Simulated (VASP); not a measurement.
# PbSe (I4/mmm) in VASP: a series of runs

The runs below take PbSe through single point, with PBE, r2SCAN.

Program: VASP 6.6.1. These are calculated values, not measurements. Logs are shortened: lines on timing, memory, paths and dates and some standing lists are left out, and cuts for length are marked.

## Step 1: The cell of the first run

The structure is tetragonal, space group I4/mmm (No. 139). The conventional cell has a = 4.347 Å, b = 4.347 Å, c = 13.077 Å, α = 90.00°, β = 90.00°, γ = 90.00°. Pb (site symmetry 4mm) has 5 Se at 2.79 to 3.07 Å and 1 Pb at 3.69 Å within 3.7 Å. Se (site symmetry 4mm) has 5 Pb at 2.79 to 3.07 Å and 1 Se at 3.81 Å within 3.9 Å.

## Step 2: Single point, PBE

File INCAR:

```
SYSTEM = PbSe
PREC = Accurate ; ENCUT = 520
EDIFF = 1E-6 ; ISMEAR = 0
SIGMA = 0.01 ; LREAL = .False.
LASPH = .True. ; NELM = 60
ALGO = Normal ; ISIF = 2
LWAVE = .False. ; LCHARG = .True.
GGA = PE ; LELF = .True.
LVHAR = .True. ; NBANDS = 28
```

File KPOINTS:

```
Automatic mesh
0
Gamma
  6 6 6
  0 0 0
```

File POSCAR:

```
PbSe
1.0
    0.0000000000      6.5386589362      3.0736688408
    3.0736688408      0.0000000000      3.0736688408
    3.0736688408      6.5386589362      0.0000000000
Pb Se
2 2
Direct
    0.1323957210      0.8506047789      0.1493952211
    0.8506047789      0.1323957210      0.8676042790
    0.6373426470      0.3456578530      0.6543421470
    0.3456578530      0.6373426470      0.3626573530
```

Potentials or basis: VASP PAW PBE potentials, release 64 (Pb_d, Se).

Launch:

```console
$ cat potpaw_PBE.64/Pb_d/POTCAR potpaw_PBE.64/Se/POTCAR > POTCAR
$ mpirun -np 1 vasp_std > vasp.out
```

OUTCAR:

```text
SYSTEM = PbSe
   PREC = Accurate
   ENCUT = 520
   EDIFF = 1E-6
   ISMEAR = 0
   LREAL = .False.
   LASPH = .True.
   NELM = 60
   ISIF = 2
   GGA = PE

 ion  position               nearest neighbor table
   1  0.132  0.851  0.149-   4 2.79   3 3.07   3 3.07   3 3.07   3 3.07   2 3.69
   2  0.851  0.132  0.868-   3 2.79   4 3.07   4 3.07   4 3.07   4 3.07   1 3.69
   3  0.637  0.346  0.654-   2 2.79   1 3.07   1 3.07   1 3.07   1 3.07
   4  0.346  0.637  0.363-   1 2.79   2 3.07   2 3.07   2 3.07   2 3.07

  LATTYP: Found a body centered tetragonal cell.
 ALAT       =     4.3468241609
 C/A-ratio  =     3.0084763930

  Lattice vectors:

 A1 = (   0.0000000000,  -6.5386589362,  -3.0736688408)
 A2 = (   0.0000000000,  -6.5386589362,   3.0736688408)
 A3 = (  -3.0736688408,   6.5386589362,   0.0000000000)

Analysis of symmetry for initial positions (statically):
=====================================================================
 Subroutine PRICEL returns:
 Original cell was already a primitive cell.

 Routine SETGRP: Setting up the symmetry group for a
 body centered tetragonal supercell.

 Subroutine GETGRP returns: Found 16 space group operations
 (whereof  4 operations were pure point group operations)
 out of a pool of 16 trial point group operations.

The static configuration has the point symmetry C_2v.
 The point group associated with its full space group is D_4h.

Analysis of symmetry for dynamics (positions and initial velocities):
=====================================================================
 Subroutine PRICEL returns:
 Original cell was already a primitive cell.

 Routine SETGRP: Setting up the symmetry group for a
 body centered tetragonal supercell.

 Subroutine GETGRP returns: Found 16 space group operations
 (whereof  4 operations were pure point group operations)
 out of a pool of 16 trial point group operations.

The dynamic configuration has the point symmetry C_2v.
 The point group associated with its full space group is D_4h.

 Subroutine INISYM returns: Found 16 space group operations
 (whereof  4 operations are pure point group operations),
 and found     1 'primitive' translations

----------------------------------------------------------------------------------------

                                     Primitive cell

  volume of cell :     123.5472

  direct lattice vectors                    reciprocal lattice vectors
[... 91 lines left out ...]
   EDIFF  = 0.1E-05   stopping-criterion for ELM
   LREAL  =      F    real-space projection
   EDIFFG = 0.1E-04   stopping-criterion for IOM
   NSW    =      0    number of steps for IOM
   IBRION =     -1    ionic relax: 0-MD 1-quasi-New 2-CG
   NFREE  =      0    steps in history (QN), initial steepest desc. (CG)
   ISIF   =      2    stress and relaxation
   ISYM   =      2    0-nonsym 1-usesym 2-fastsym
   POTIM  = 0.5000    time-step for ionic-motion
   TEBEG  =    0.0;   TEEND  =   0.0 temperature during run
   PSTRESS=    0.0 pullay stress
   NELECT =      40.0000    total number of electrons
   NUPDOWN=      -1.0000    fix difference up-down
   EMIN   =  10.00;   EMAX   =-10.00  energy-range for DOS
   EFERMI =   0.00;   METHOD = LEGACY
   ISMEAR =     0;   SIGMA  =   0.01  broadening in eV -4-tet -1-fermi 0-gaus
   EFERMI_NEDOS =   21; number of points for ismear=-14 and -15
   IALGO  =     38    algorithm
   IMIX   =      4    mixing-type and parameters
     AMIX     =   0.40;   BMIX     =  1.00
     AMIX_MAG =   1.60;   BMIX_MAG =  1.00
  volume/ion in A,a.u.               =      30.89       208.43
  Fermi-wavevector in a.u.,A,eV,Ry     =   1.124132  2.124301 17.193304  1.263672
  Thomas-Fermi vector in A             =   2.260802
   LORBIT       =      0    0 simple, 1 ext, 2 COOP (PROOUT), +10 PAW based schemes
   GGA     = PE    functional components
   LHFCALC =     F    Hartree Fock is set to
   AEXX    =    0.0000 exact exchange contribution
   IVDW    =     0    specifies the selected vdW correction
   LEPSILON=     F    determine dielectric tensor
   LRPA    =     F    only Hartree local field effects (RPA)
 non-spin polarized calculation
 Gauss-broadening in eV      SIGMA  =   0.01
  energy-cutoff  :      520.00
  volume of cell :      123.55
 maximum number of plane-waves:      3360
 NGX is ok and might be reduce to    54
   NGX = 27   NGY = 17   NGZ = 27

 number of electron      40.0000001 magnetization

 Free energy of the ion-electron system (eV)
  ---------------------------------------------------
  ext. energy  EPLUGINS =         0.00000000
  ---------------------------------------------------
  free energy    TOTEN  =       -16.05314926 eV

  energy without entropy =      -16.05314926  energy(sigma->0) =      -16.05314926

 E-fermi :   4.1689     XC(G=0):  -9.0842

 val. band max:        4.1066457247   @ k =   0.0000   0.0000   0.0000
 cond. band min:       4.7061496157   @ k =   0.5000   0.0000   0.5000
 fundamental gap:      0.5995038910
 Fermi energy:         4.1689198323

 k-point     1 :       0.0000    0.0000    0.0000
  band No.  band energies     occupation
      1     -12.5748      2.00000
      2     -12.5362      2.00000
      3     -12.5090      2.00000
      4     -12.4974      2.00000
      5     -12.4901      2.00000
      6     -12.4712      2.00000
[... 733 lines left out ...]
     27       9.6693      0.00000
     28      12.3986      0.00000

 [... further k-points ...]

------------------------ aborting loop because EDIFF is reached ----------------------------------------

  FORCE on cell =-STRESS in cart. coord.  units (eV):
  Direction    XX          YY          ZZ          XY          YZ          ZX
  --------------------------------------------------------------------------------------
  -------------------------------------------------------------------------------------
  Total        1.3532783      1.6835648      1.3532783     -0.0000000      0.0000000      0.0000000
  in kB       17.5495055     21.8327074     17.5495055     -0.0000000      0.0000000      0.0000000
  external PRESSURE =      18.9772395 kB  Pullay stress =       0.0000000 kB

 VOLUME and BASIS-vectors are now :
 -----------------------------------------------------------------------------
  energy-cutoff  :      520.00
  volume of cell :      123.55
      direct lattice vectors                 reciprocal lattice vectors
     0.000000000  6.538658936  3.073668841    -0.162672046  0.076468280  0.162672046
     3.073668841  0.000000000  3.073668841     0.162672046 -0.076468280  0.162672046
     3.073668841  6.538658936  0.000000000     0.162672046  0.076468280 -0.162672046

 POSITION                                       TOTAL-FORCE (eV/Angst)
 -----------------------------------------------------------------------------------
      3.07367      1.84253      3.02142         0.000000     -0.079359      0.000000
      3.07367     11.23478      3.02142         0.000000      0.079359      0.000000
      3.07367      8.44589      3.02142         0.000000     -0.145151      0.000000
      3.07367      4.63143      3.02142         0.000000      0.145151      0.000000
 -----------------------------------------------------------------------------------
    total drift:                                0.000012     -0.000000      0.000012

  FREE ENERGIE OF THE ION-ELECTRON SYSTEM (eV)
  ---------------------------------------------------
  free  energy   TOTEN  =       -16.0531492572 eV

  energy  without entropy=      -16.0531492572  energy(sigma->0) =      -16.05314926
```

Wall time 74 s (1 thread of Intel Xeon 6975P-C (Granite Rapids), shared host); peak memory 0.33 GiB.

Results:

```
Free energy            : -16.0531 eV
Pressure               : 1.9 GPa
Largest force          : 0.145 eV/Å
Band gap on the k mesh : 0.60 eV (least direct gap 1.22 eV)
```

Forces in eV/Å, atoms in the order of the input:
```
Pb   0.000 -0.079  0.000
Pb   0.000  0.079  0.000
Se   0.000 -0.145  0.000
Se   0.000  0.145  0.000
```

Caveat: spin-orbit coupling is left out, which moves the levels of the heavy elements. A k mesh can miss the band edges.

## Step 3: Single point, r2SCAN

POSCAR is that of step 2.

File INCAR.step1:

```
SYSTEM = PbSe
PREC     = Accurate       ! precision mode
ENCUT    = 520            ! plane-wave cutoff, eV
ISMEAR   = 0              ! smearing method
SIGMA    = 0.01           ! smearing width, eV
LREAL    = .False.        ! projectors in reciprocal space
LASPH    = .True.         ! aspherical terms in the spheres
NELM     = 80             ! most SCF steps
NBANDS   = 28             ! bands
GGA      = PE             ! functional
ALGO     = Normal         ! electronic algorithm
EDIFF    = 1E-4           ! SCF threshold, eV
LWAVE    = .True.         ! write WAVECAR
LCHARG   = .False.        ! write CHGCAR
```

File INCAR.step2:

```
SYSTEM = PbSe
PREC     = Accurate       ! precision mode
ENCUT    = 520            ! plane-wave cutoff, eV
EDIFF    = 1E-7           ! SCF threshold, eV
ISMEAR   = 0              ! smearing method
SIGMA    = 0.01           ! smearing width, eV
LREAL    = .False.        ! projectors in reciprocal space
LASPH    = .True.         ! aspherical terms in the spheres
NELM     = 80             ! most SCF steps
ALGO     = Normal         ! electronic algorithm
ISIF     = 2              ! what is computed and relaxed
LWAVE    = .False.        ! write WAVECAR
LCHARG   = .False.        ! write CHGCAR
METAGGA  = R2SCAN         ! meta-GGA
LMIXTAU  = .True.       
NBANDS   = 28             ! bands
ISTART   = 1
```

File KPOINTS:

```
regular mesh
0
Gamma
  6 6 6
  0 0 0
```

Potentials or basis: VASP PAW PBE potentials, release 64 (Pb_d, Se).

Launch:

```console
$ cat potpaw_PBE.64/Pb_d/POTCAR potpaw_PBE.64/Se/POTCAR > POTCAR
$ cp INCAR.step1 INCAR
$ mpirun -np 1 vasp_std > vasp.out
$ cp INCAR.step2 INCAR
$ mpirun -np 1 vasp_std > vasp.out
```

It took 4.1 min on 1 thread of Intel Xeon 6975P-C (Granite Rapids), shared host; peak memory 0.37 GiB.

It converged, with:

- Free energy: -143.5486 eV
- Pressure: 0.9 GPa
- Largest force: 0.005 eV/Å
- Band gap on the k mesh: 0.82 eV (least direct gap 1.46 eV)

Forces on the atoms (eV/Å):
```
Pb   0.000  0.001  0.000
Pb   0.000 -0.001  0.000
Se   0.000  0.005  0.000
Se   0.000 -0.005  0.000
```

Levels at points of the mesh, in eV from the valence-band top:
```csv
k point,band 17,band 18,band 19,band 20,band 21,band 22,band 23,band 24
"(0.00, 0.00, 0.00)",-2.77,-1.88,-1.88,0.00,4.26,4.74,4.74,4.88
"(0.50, 0.00, 0.00)",-1.37,-1.24,-0.60,-0.21,1.47,1.99,2.31,2.77
"(0.50, 0.50, 0.00)",-3.39,-3.02,-2.45,-1.06,2.65,4.52,4.89,6.02
"(0.50, 0.00, 0.50)",-2.53,-1.63,-1.63,-1.16,0.82,4.50,5.39,5.39
```

Caveat: the PAW data sets were made with another functional, which shifts forces and pressure a little; spin-orbit coupling is left out, which moves the levels of the heavy elements.
